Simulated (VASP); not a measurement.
A run of VASP 6.6.1:

INCAR

```
SYSTEM = Ti
ALGO     = Fast           ! electronic algorithm
EDIFF    = 1E-6           ! SCF threshold, eV
ENCUT    = 520            ! plane-wave cutoff, eV
GGA      = PS             ! functional
ISIF     = 2              ! what is computed and relaxed
ISMEAR   = 0              ! smearing method
LASPH    = .True.         ! aspherical terms in the spheres
LCHARG   = .True.         ! write CHGCAR
LELF     = .True.         ! ELF
LREAL    = .False.        ! projectors in reciprocal space
LVHAR    = .True.       
LWAVE    = .False.        ! write WAVECAR
NBANDS   = 12             ! bands
NELM     = 60             ! most SCF steps
PREC     = Accurate       ! precision mode
SIGMA    = 0.15           ! smearing width, eV
```

Contents of KPOINTS:

```
k-points
0
Gamma
  20 20 20
  0 0 0
```

Contents of POSCAR:

```
Ti
1.0
   -1.7226735327      1.7226735327      1.5247028984
    1.7226735327     -1.7226735327      1.5247028984
    1.4872273061      1.4872273061     -1.5247028984
Ti
1
Direct
    0.0000000000      0.0000000000      0.0000000000
```

Potentials or basis: VASP PAW PBE potentials, release 64 (Ti_sv).

Command:

```sh
$ cat potpaw_PBE.64/Ti_sv/POTCAR > POTCAR
$ mpirun -np 1 vasp_std > vasp.out
```

Hardware: 1 thread of Intel(R) Xeon(R) 6975P-C (Granite Rapids), on a shared host.

Task: How long does it take, and how much memory?

Result: Run time: 110 s on 1 thread of Intel(R) Xeon(R) 6975P-C (Granite Rapids), on a shared host, peak memory 0.32 GiB. Counts: scf iterations 20, k points 1166.
